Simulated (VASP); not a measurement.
# PbS (Galena) (Fm-3m) in VASP: a series of runs, part 2 of 2

VASP 6.6.1.

### Step 3. Relaxation of cell and atoms, PBE0

This run uses another cell than the first one, of 26.09 Å³/atom, 0.979 times its volume.

File POSCAR:

```
PbS
1.0
    0.0000000000      2.9657500000      2.9657500000
    2.9657500000      0.0000000000      2.9657500000
    2.9657500000      2.9657500000      0.0000000000
Pb S
1 1
Direct
    0.0000000000      0.0000000000      0.0000000000
    0.5000000000      0.5000000000      0.5000000000
```

File INCAR.step1:

```
SYSTEM = PbS
PREC = Accurate
ENCUT = 600
EDIFF = 1E-5
ISMEAR = -1
SIGMA = 0.05
LREAL = .FALSE.
LASPH = .TRUE.
NELM = 60
ALGO = Normal
LWAVE = .TRUE.
LCHARG = .FALSE.
GGA = PE
NBANDS = 17
```

File INCAR.step2:

```
SYSTEM = PbS
PREC = Accurate
ENCUT = 600
EDIFF = 1E-6
ISMEAR = -1
SIGMA = 0.05
LREAL = .FALSE.
LASPH = .TRUE.
NELM = 60
ALGO = Normal
ISIF = 3
LWAVE = .FALSE.
LCHARG = .FALSE.
GGA = PE
LHFCALC = .TRUE.
AEXX = 0.25
PRECFOCK = Normal
IBRION = 2
NSW = 60
EDIFFG = -0.01
ISTART = 1
```

File KPOINTS:

```
regular mesh
0
G
  4 4 4
  0 0 0
```

Potentials or basis: VASP PAW PBE potentials, release 64 (Pb_d, S).

Run with:

```sh
$ cat potpaw_PBE.64/Pb_d/POTCAR potpaw_PBE.64/S/POTCAR > POTCAR
$ cp INCAR.step1 INCAR
$ mpirun -np 1 vasp_std > vasp.out
$ cp INCAR.step2 INCAR
$ mpirun -np 1 vasp_std > vasp.out
```

Run time: 28 min. Hardware: 1 thread of Intel Xeon Platinum 8488C (Sapphire Rapids), shared host; peak memory 0.23 GiB.

It converged, with:

```yaml
Free_energy: -11.4572 eV
Relaxed_volume: 26.54 Å³/atom
Relaxed_cell: a = 4.218 Å, b = 4.218 Å, c = 4.218 Å, α = 60.00°, β = 60.00°, γ = 60.00°
Space_group_after_relaxing_to_0.05_Å: Fm-3m (No. 225)
Energy_gained_by_relaxing: 1.5 meV/atom
Ionic_steps: 4
Pressure_after_relaxing: 0.0 GPa
Band_gap_on_the_k_mesh: 1.55 eV, direct
```

The path:
```
step  energy change (eV)  largest force (eV/Å)  pressure (GPa)  volume (Å³)
   1              0.0000                0.0000            1.05        52.17
   2             -0.0026                0.0000           -0.27        53.47
   3             -0.0031                0.0000           -0.06        53.13
   4             -0.0031                0.0000           -0.02        53.07
```

Final structure:
```
Pb S
1.0
     0.00000    2.98274    2.98274
     2.98274    0.00000    2.98274
     2.98274    2.98274    0.00000
Pb S
1 1
Direct
  0.00000 0.00000 0.00000
  0.50000 0.50000 0.50000
```

Levels at points of the mesh, in eV from the valence-band top:
| k point | band 7 | band 8 | band 9 | band 10 | band 11 | band 12 | band 13 | band 14 |
| --- | --- | --- | --- | --- | --- | --- | --- | --- |
| (0.00, 0.00, 0.00) | -6.48 | -2.47 | -2.47 | -2.47 | 6.75 | 6.75 | 6.75 | 8.21 |
| (0.50, 0.00, 0.00) | -9.62 | -2.07 | -2.07 | 0.00 | 1.55 | 3.24 | 3.24 | 10.16 |
| (0.50, 0.50, 0.00) | -7.73 | -5.76 | -3.85 | -3.85 | 5.15 | 7.17 | 7.27 | 7.27 |

Caveat: the k points lie up to 0.46 Å⁻¹ apart in the final cell; the PAW data sets were made with another functional, which shifts forces and pressure a little; spin-orbit coupling is left out, which moves the levels of the heavy elements. Zero-point motion and thermal expansion aren't in these numbers.

### Step 4. Single point, PBE

This run uses another cell than the first one, of 26.09 Å³/atom, 0.979 times its volume.

File INCAR:

```
ALGO = Normal
EDIFF = 1E-6
ENCUT = 520
GGA = PE
ISIF = 2
ISMEAR = 0
LASPH = True
LCHARG = False
LREAL = False
LWAVE = False
NBANDS = 17
NELM = 80
PREC = Accurate
SIGMA = 0.025
```

File KPOINTS:

```
k-points
0
Gamma
  8 8 8
```

POSCAR is that of step 3.

Potentials or basis: VASP PAW PBE potentials, release 64 (Pb_d, S).

Run with:

```sh
$ cat potpaw_PBE.64/Pb_d/POTCAR potpaw_PBE.64/S/POTCAR > POTCAR
$ mpirun -np 1 vasp_std > vasp.out
```

OUTCAR:

```text
EDIFF = 1E-6
   ENCUT = 520
   GGA = PE
   ISIF = 2
   ISMEAR = 0
   LASPH = True
   LREAL = False
   NELM = 80
   PREC = Accurate

 ion  position               nearest neighbor table
   1  0.000  0.000  0.000-   2 2.97   2 2.97   2 2.97   2 2.97   2 2.97   2 2.97
   2  0.500  0.500  0.500-   1 2.97   1 2.97   1 2.97   1 2.97   1 2.97   1 2.97

  LATTYP: Found a face centered cubic cell.
 ALAT       =     5.9315000000

  Lattice vectors:

 A1 = (   0.0000000000,   2.9657500000,   2.9657500000)
 A2 = (   2.9657500000,   0.0000000000,   2.9657500000)
 A3 = (   2.9657500000,   2.9657500000,   0.0000000000)

Analysis of symmetry for initial positions (statically):
=====================================================================
 Subroutine PRICEL returns:
 Original cell was already a primitive cell.

 Routine SETGRP: Setting up the symmetry group for a
 face centered cubic supercell.

 Subroutine GETGRP returns: Found 48 space group operations
[... 9 lines left out ...]

 Routine SETGRP: Setting up the symmetry group for a
 face centered cubic supercell.

 Subroutine GETGRP returns: Found 48 space group operations
[... 11 lines left out ...]
                                     Primitive cell

[... 137 lines left out ...]

 E-fermi :   5.9473     XC(G=0):  -9.6823

 val. band max:        5.8229542094   @ k =   0.5000   0.0000   0.0000
 cond. band min:       6.1871647579   @ k =   0.5000   0.0000   0.0000
 fundamental gap:      0.3642105485
 Fermi energy:         5.9472978930

 k-point     1 :       0.0000    0.0000    0.0000
  band No.  band energies     occupation
      1     -11.0015      2.00000
      2     -11.0015      2.00000
      3     -11.0015      2.00000
      4     -10.9851      2.00000
      5     -10.9851      2.00000
      6      -7.7750      2.00000
[... 457 lines left out ...]
      4     -10.9724      2.00000
      5     -10.9514      2.00000
      6      -6.3074      2.00000
[... 9 lines left out ...]
     16      16.7388      0.00000
     17      17.0015      0.00000

 [... further k-points ...]

------------------------ aborting loop because EDIFF is reached ----------------------------------------

  FORCE on cell =-STRESS in cart. coord.  units (eV):
  Direction    XX          YY          ZZ          XY          YZ          ZX
  --------------------------------------------------------------------------------------
  -------------------------------------------------------------------------------------
  Total        0.6976850      0.6976850      0.6976850      0.0000000      0.0000000      0.0000000
  in kB       21.4257672     21.4257672     21.4257672      0.0000000      0.0000000      0.0000000
  external PRESSURE =      21.4257672 kB  Pullay stress =       0.0000000 kB

 VOLUME and BASIS-vectors are now :
 -----------------------------------------------------------------------------
  energy-cutoff  :      520.00
  volume of cell :       52.17
      direct lattice vectors                 reciprocal lattice vectors
     0.000000000  2.965750000  2.965750000    -0.168591419  0.168591419  0.168591419
     2.965750000  0.000000000  2.965750000     0.168591419 -0.168591419  0.168591419
     2.965750000  2.965750000  0.000000000     0.168591419  0.168591419 -0.168591419

 POSITION                                       TOTAL-FORCE (eV/Angst)
 -----------------------------------------------------------------------------------
      0.00000      0.00000      0.00000         0.000000      0.000000      0.000000
      2.96575      2.96575      2.96575         0.000000      0.000000      0.000000
 -----------------------------------------------------------------------------------
    total drift:                                0.000000     -0.000000     -0.000000

  FREE ENERGIE OF THE ION-ELECTRON SYSTEM (eV)
  ---------------------------------------------------
  free  energy   TOTEN  =        -8.7560459526 eV

  energy  without entropy=       -8.7560459526  energy(sigma->0) =       -8.75604595
```

stdout:

```text
POSCAR found type information on POSCAR PbS
 POSCAR found :  2 types and       2 ions
 scaLAPACK will be used
 LDA part: xc-table for (Slater+PW92), standard interpolation
 POSCAR, INCAR and KPOINTS ok, starting setup
 FFT: planning ... GRIDC
 FFT: planning ... GRID_SOFT
 FFT: planning ... GRID
 WAVECAR not read
 entering main loop
```

Wall time 25 s (1 thread of Intel Xeon 8259CL, shared host); peak memory 0.18 GiB.

What came out:

* Free energy: -8.7560 eV
* Pressure: 2.1 GPa
* Band gap on the k mesh: 0.36 eV, direct

Caveat: spin-orbit coupling is left out, which moves the levels of the heavy elements. A k mesh can miss the band edges.

### Step 5. Summary

```tsv
task	level	cell	k mesh	cutoff (eV)	smearing	grid for exact exchange (PRECFOCK)	gap on the mesh (eV)	pressure (GPa)
single point	PBE0	a = 4.224 Å, angles 60.0°, 2 atoms	4 × 4 × 4	520	fermi-dirac 0.05 eV	Normal	1.56	-0.3
relaxation of cell and atoms	PBE0	relaxed from a = 4.194 Å, angles 60.0°, 2 atoms	4 × 4 × 4	600	fermi-dirac 0.05 eV	Normal	1.55	0.0
single point	PBE	a = 4.194 Å, angles 60.0°, 2 atoms	8 × 8 × 8	520	gaussian 0.025 eV	-	0.36	2.1
```

Alike in all rows: potentials or basis VASP PAW PBE potentials, release 64 (Pb_d, S); no spin polarisation.

Caveats: some runs use coarse meshes; spin-orbit coupling is left out, which moves the levels of the heavy elements; the PAW data sets were made with another functional, which shifts forces and pressure a little (some runs).

Total energies depend on the potentials used, so only differences within one code and one set of settings carry meaning.
